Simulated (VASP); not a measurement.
# Ga4Sb4H16 in VASP: single point with PBE

Aim: the single point of Ga4Sb4H16 with PBE.

All numbers are computed with VASP 6.6.1; they aren't measurements. Logs are shortened: lines on timing, memory, paths and dates and some standing lists are left out, and cuts for length are marked.

### Step 1. The cell of the first run

The cell holds a cluster in a box, 24 atoms: a = 16.200 Å, b = 14.900 Å, c = 15.200 Å, α = 90.00°, β = 90.00°, γ = 90.00°.

### Step 2. Single point, PBE

Contents of INCAR:

```
SYSTEM = GaSbH4
ALGO = Normal
EDIFF = 1E-6
ENCUT = 400
GGA = PE
GGA_COMPAT = .False.
ISIF = 2
ISMEAR = 0
LASPH = .True.
LCHARG = .True.
LELF = .True.
LREAL = Auto
LVHAR = .True.
LWAVE = .False.
NBANDS = 82
NELM = 120
PREC = Accurate
SIGMA = 0.05
```

Contents of KPOINTS:

```
k-points
0
Gamma
  1 1 1
  0 0 0
```

Contents of POSCAR:

```
GaSbH4
1.0
   16.2000000000      0.0000000000      0.0000000000
    0.0000000000     14.9000000000      0.0000000000
    0.0000000000      0.0000000000     15.2000000000
Ga Sb H
4 4 16
Direct
    0.3739839853      0.3321791881      0.4334286768
    0.3739825227      0.5680178454      0.6644964069
    0.6319726011      0.3155561735      0.6806381232
    0.6055647328      0.5456988450      0.4552420411
    0.4983587678      0.4371146324      0.3702108074
    0.4983396385      0.6324985621      0.5616028521
    0.3065737870      0.4507983375      0.5482705994
    0.6955140998      0.4404678870      0.5584205672
    0.4176371077      0.2588939062      0.4895366000
    0.3121029135      0.3191383157      0.3560446732
    0.4587867056      0.5030327738      0.2882357801
    0.5577865699      0.3723845895      0.3022294875
    0.4176587902      0.5108007564      0.7363339528
    0.3120789345      0.6469405474      0.6772558541
    0.4587714324      0.7160732187      0.4969225369
    0.5577564187      0.7018849335      0.6250244002
    0.5827350225      0.3868117224      0.7359175387
    0.5828432256      0.2592377885      0.6106393425
    0.7155269332      0.2782385603      0.7172222162
    0.2365920733      0.3901089561      0.6077871329
    0.2345296756      0.5100586254      0.4901310737
    0.7623313692      0.4017707405      0.4794860090
    0.7622504207      0.5210173420      0.5964614905
    0.6463222727      0.6129554226      0.3892495292
```

Potentials or basis: VASP PAW PBE potentials, release 64 (Ga_d, Sb_d_GW, H).

Launch:

```bash
> cat potpaw_PBE.64/Ga_d/POTCAR potpaw_PBE.64/Sb_d_GW/POTCAR potpaw_PBE.64/H/POTCAR > POTCAR
> mpirun -np 1 vasp_gam > vasp.out
```

OUTCAR:

```text
SYSTEM = GaSbH4
   EDIFF = 1E-6
   ENCUT = 400
   GGA = PE
   ISIF = 2
   ISMEAR = 0
   LASPH = .True.
   LREAL = Auto
   NELM = 120
   PREC = Accurate

 ion  position               nearest neighbor table
   1  0.374  0.332  0.433-   9 1.56  10 1.56   7 2.71   5 2.73
   2  0.374  0.568  0.664-  13 1.56  14 1.56   7 2.71   6 2.73
   3  0.632  0.316  0.681-  19 1.57  17 1.57  18 1.57   8 2.82
   4  0.606  0.546  0.455-  24 1.56   8 2.65   6 2.70   5 2.70
   5  0.498  0.437  0.370-  12 1.71  11 1.71   4 2.70   1 2.73
   6  0.498  0.632  0.562-  16 1.71  15 1.71   4 2.70   2 2.73
   7  0.307  0.451  0.548-  20 1.71  21 1.71   1 2.71   2 2.71
   8  0.696  0.440  0.558-  23 1.72  22 1.72   4 2.65   3 2.82
   9  0.418  0.259  0.490-   1 1.56
  10  0.312  0.319  0.356-   1 1.56
  11  0.459  0.503  0.288-   5 1.71
  12  0.558  0.372  0.302-   5 1.71
  13  0.418  0.511  0.736-   2 1.56
  14  0.312  0.647  0.677-   2 1.56
[... 8 lines left out ...]
  23  0.762  0.521  0.596-   8 1.72
  24  0.646  0.613  0.389-   4 1.56

  LATTYP: Found a simple orthorhombic cell.
 ALAT       =    14.9000000000
 B/A-ratio  =     1.0201342282
 C/A-ratio  =     1.0872483221

  Lattice vectors:

 A1 = (   0.0000000000,  14.9000000000,   0.0000000000)
 A2 = (   0.0000000000,   0.0000000000,  15.2000000000)
 A3 = (  16.2000000000,   0.0000000000,   0.0000000000)

Analysis of symmetry for initial positions (statically):
=====================================================================
 Subroutine PRICEL returns:
 Original cell was already a primitive cell.

 Routine SETGRP: Setting up the symmetry group for a
 simple orthorhombic supercell.

 Subroutine GETGRP returns: Found  1 space group operations
 (whereof  1 operations were pure point group operations)
 out of a pool of  8 trial point group operations.

The static configuration has the point symmetry C_1 .

Analysis of symmetry for dynamics (positions and initial velocities):
=====================================================================
 Subroutine PRICEL returns:
 Original cell was already a primitive cell.

 Routine SETGRP: Setting up the symmetry group for a
 simple orthorhombic supercell.

 Subroutine GETGRP returns: Found  1 space group operations
 (whereof  1 operations were pure point group operations)
 out of a pool of  8 trial point group operations.

The dynamic configuration has the point symmetry C_1 .

 Subroutine INISYM returns: Found  1 space group operations
 (whereof  1 operations are pure point group operations),
 and found     1 'primitive' translations

----------------------------------------------------------------------------------------

                                     Primitive cell

  volume of cell :    3668.9760

  direct lattice vectors                    reciprocal lattice vectors
    16.200000000  0.000000000  0.000000000     0.061728395  0.000000000  0.000000000
     0.000000000 14.900000000  0.000000000     0.000000000  0.067114094  0.000000000
     0.000000000  0.000000000 15.200000000     0.000000000  0.000000000  0.065789474

  length of vectors
    16.200000000 14.900000000 15.200000000     0.061728395  0.067114094  0.065789474

  position of ions in fractional coordinates (direct lattice)
     0.373983985  0.332179188  0.433428677
     0.373982523  0.568017845  0.664496407
     0.631972601  0.315556173  0.680638123
     0.605564733  0.545698845  0.455242041
     0.498358768  0.437114632  0.370210807
     0.498339638  0.632498562  0.561602852
[... 16 lines left out ...]
     0.762250421  0.521017342  0.596461490
     0.646322273  0.612955423  0.389249529

  ion indices of the primitive-cell ions
   primitive index   ion index
                 1           1
                 2           2
                 3           3
                 4           4
                 5           5
                 6           6
[... 16 lines left out ...]
                23          23
                24          24

----------------------------------------------------------------------------------------

 KPOINTS: k-points

Automatic generation of k-mesh.
 Grid dimensions read from file:
 generate k-points for:    1    1    1

 Generating k-lattice:

  Cartesian coordinates                     Fractional coordinates (reciprocal lattice)
     0.061728395  0.000000000  0.000000000     1.000000000  0.000000000  0.000000000
     0.000000000  0.067114094  0.000000000     0.000000000  1.000000000  0.000000000
     0.000000000  0.000000000  0.065789474     0.000000000  0.000000000  1.000000000

  Length of vectors
     0.061728395  0.067114094  0.065789474

  Shift w.r.t. Gamma in fractional coordinates (k-lattice)
     0.000000000  0.000000000  0.000000000

 Subroutine IBZKPT returns following result:
 ===========================================

 Found      1 irreducible k-points:

 Following reciprocal coordinates:
            Coordinates               Weight
  0.000000  0.000000  0.000000      1.000000
   k-points           NKPTS =      1   k-points in BZ     NKDIM =      1   number of bands    NBANDS=     82
   number of dos      NEDOS =    301   number of ions     NIONS =     24
   total plane-waves  NPLWV = ******
   dimension x,y,z NGX =   108 NGY =   98 NGZ =  100
   dimension x,y,z NGXF=   216 NGYF=  196 NGZF=  200
   ions per type =               4   4  16
   NGX,Y,Z   is equivalent  to a cutoff of  11.08, 10.93, 10.94 a.u.
   NGXF,Y,Z  is equivalent  to a cutoff of  22.17, 21.87, 21.87 a.u.
 SYSTEM =  GaSbH4
   PREC   = accura    normal or accurate (medium, high low for compatibility)
   ISTART =      0    job   : 0-new  1-cont  2-samecut
   ICHARG =      2    charge: 1-file 2-atom 10-const
   ISPIN  =      1    spin polarized calculation?
   LNONCOLLINEAR =      F non collinear calculations
   LSORBIT =      F    spin-orbit coupling
   LASPH  =      T    aspherical Exc in radial PAW
   ENCUT  =  400.0 eV  29.40 Ry    5.42 a.u.  26.42 24.30 24.79*2*pi/ulx,y,z
   NELM   =    120;   NELMIN=  2; NELMDL= -5     # of ELM steps
   EDIFF  = 0.1E-05   stopping-criterion for ELM
   LREAL  =      T    real-space projection
   EDIFFG = 0.1E-04   stopping-criterion for IOM
   NSW    =      0    number of steps for IOM
   IBRION =     -1    ionic relax: 0-MD 1-quasi-New 2-CG
   NFREE  =      0    steps in history (QN), initial steepest desc. (CG)
   ISIF   =      2    stress and relaxation
   ISYM   =      2    0-nonsym 1-usesym 2-fastsym
   POTIM  = 0.5000    time-step for ionic-motion
   TEBEG  =    0.0;   TEEND  =   0.0 temperature during run
   PSTRESS=    0.0 pullay stress
   NELECT =     128.0000    total number of electrons
   NUPDOWN=      -1.0000    fix difference up-down
   EMIN   =  10.00;   EMAX   =-10.00  energy-range for DOS
   EFERMI =   0.00;   METHOD = LEGACY
   ISMEAR =     0;   SIGMA  =   0.05  broadening in eV -4-tet -1-fermi 0-gaus
   EFERMI_NEDOS =   21; number of points for ismear=-14 and -15
   IALGO  =     38    algorithm
   IMIX   =      4    mixing-type and parameters
     AMIX     =   0.40;   BMIX     =  1.00
     AMIX_MAG =   1.60;   BMIX_MAG =  1.00
  volume/ion in A,a.u.               =     152.87      1031.64
  Fermi-wavevector in a.u.,A,eV,Ry     =   0.534929  1.010870  3.893301  0.286150
  Thomas-Fermi vector in A             =   1.559560
   LORBIT       =      0    0 simple, 1 ext, 2 COOP (PROOUT), +10 PAW based schemes
   GGA     = PE    functional components
   LHFCALC =     F    Hartree Fock is set to
   AEXX    =    0.0000 exact exchange contribution
   IVDW    =     0    specifies the selected vdW correction
   LEPSILON=     F    determine dielectric tensor
   LRPA    =     F    only Hartree local field effects (RPA)
 non-spin polarized calculation
 Gauss-broadening in eV      SIGMA  =   0.05
  energy-cutoff  :      400.00
  volume of cell :     3668.98
 maximum number of plane-waves:     33347
 NGX is ok and might be reduce to   108
   NGX = 53   NGY = 49   NGZ = 49

 number of electron     127.9999994 magnetization

 Free energy of the ion-electron system (eV)
  ---------------------------------------------------
  ext. energy  EPLUGINS =         0.00000000
  ---------------------------------------------------
  free energy    TOTEN  =       -77.48838553 eV

  energy without entropy =      -77.48838553  energy(sigma->0) =      -77.48838553

 E-fermi :  -5.3924     XC(G=0):  -1.3619

 val. band max:       -5.6838965451   @ k =   0.0000   0.0000   0.0000
 cond. band min:      -1.8307057366   @ k =   0.0000   0.0000   0.0000
 fundamental gap:      3.8531908085
 Fermi energy:        -5.3923685068

 k-point     1 :       0.0000    0.0000    0.0000
  band No.  band energies     occupation
      1     -33.1949      2.00000
      2     -33.1932      2.00000
      3     -33.1467      2.00000
      4     -33.1457      2.00000
      5     -33.0996      2.00000
      6     -33.0902      2.00000
[... 68 lines left out ...]
     75      -0.2250      0.00000
     76      -0.1619      0.00000
 [bands above 76 left out]

------------------------ aborting loop because EDIFF is reached ----------------------------------------

  FORCE on cell =-STRESS in cart. coord.  units (eV):
  Direction    XX          YY          ZZ          XY          YZ          ZX
  --------------------------------------------------------------------------------------
  -------------------------------------------------------------------------------------
  Total       -1.3051478     -1.3480155     -1.3445392      0.0583844      0.0278619     -0.0583235
  in kB       -0.5699351     -0.5886547     -0.5871366      0.0254955      0.0121668     -0.0254689
  external PRESSURE =      -0.5819088 kB  Pullay stress =       0.0000000 kB

 VOLUME and BASIS-vectors are now :
 -----------------------------------------------------------------------------
  energy-cutoff  :      400.00
  volume of cell :     3668.98
      direct lattice vectors                 reciprocal lattice vectors
    16.200000000  0.000000000  0.000000000     0.061728395  0.000000000  0.000000000
     0.000000000 14.900000000  0.000000000     0.000000000  0.067114094  0.000000000
     0.000000000  0.000000000 15.200000000     0.000000000  0.000000000  0.065789474

 POSITION                                       TOTAL-FORCE (eV/Angst)
 -----------------------------------------------------------------------------------
      6.05854      4.94947      6.58812        -0.003985     -0.043598      0.002601
      6.05852      8.46347     10.10035        -0.004190     -0.002520      0.043573
     10.23796      4.70179     10.34570        -0.013206     -0.001116      0.001510
      9.81015      8.13091      6.91968         0.012418      0.019383     -0.019720
      8.07341      6.51301      5.62720        -0.004061      0.007792      0.008699
      8.07310      9.42423      8.53636        -0.003883     -0.008208     -0.007234
[... 16 lines left out ...]
     12.34846      7.76316      9.06621         0.005974      0.008604      0.003076
     10.47042      9.13304      5.91659        -0.009260     -0.012372      0.012356
 -----------------------------------------------------------------------------------
    total drift:                                0.000656     -0.002192      0.003143

  FREE ENERGIE OF THE ION-ELECTRON SYSTEM (eV)
  ---------------------------------------------------
  free  energy   TOTEN  =       -77.4883855271 eV

  energy  without entropy=      -77.4883855271  energy(sigma->0) =      -77.48838553
```

Run time: 14 min. Hardware: 1 thread of Intel Xeon Platinum 8259CL at 2.50GHz (Skylake/Cascade Lake), shared host; peak memory 1.6 GiB.

What came out:

```
Free energy                     : -77.4884 eV
Largest force                   : 0.044 eV/Å
Gap between the frontier levels : 3.85 eV
```

Forces in eV/Å, atoms in the order of the input:
```
Ga  -0.004 -0.044  0.003
Ga  -0.004 -0.003  0.044
Ga  -0.013 -0.001  0.002
Ga   0.012  0.019 -0.020
Sb  -0.004  0.008  0.009
Sb  -0.004 -0.008 -0.007
Sb   0.024  0.006 -0.006
Sb  -0.008 -0.007  0.007
H   -0.017  0.028 -0.019
H    0.016  0.005  0.020
H    0.000  0.000 -0.004
H    0.004 -0.005 -0.003
H   -0.017  0.019 -0.028
H    0.016 -0.020 -0.005
H    0.000  0.004  0.000
H    0.004  0.003  0.004
H    0.008 -0.009 -0.010
H    0.008  0.010  0.009
H   -0.003  0.003 -0.002
H   -0.011 -0.008  0.007
H   -0.008  0.007 -0.007
H    0.006 -0.003 -0.009
H    0.006  0.009  0.003
H   -0.009 -0.012  0.012
```

Caveat: spin-orbit coupling is left out, which moves the levels of the heavy elements.
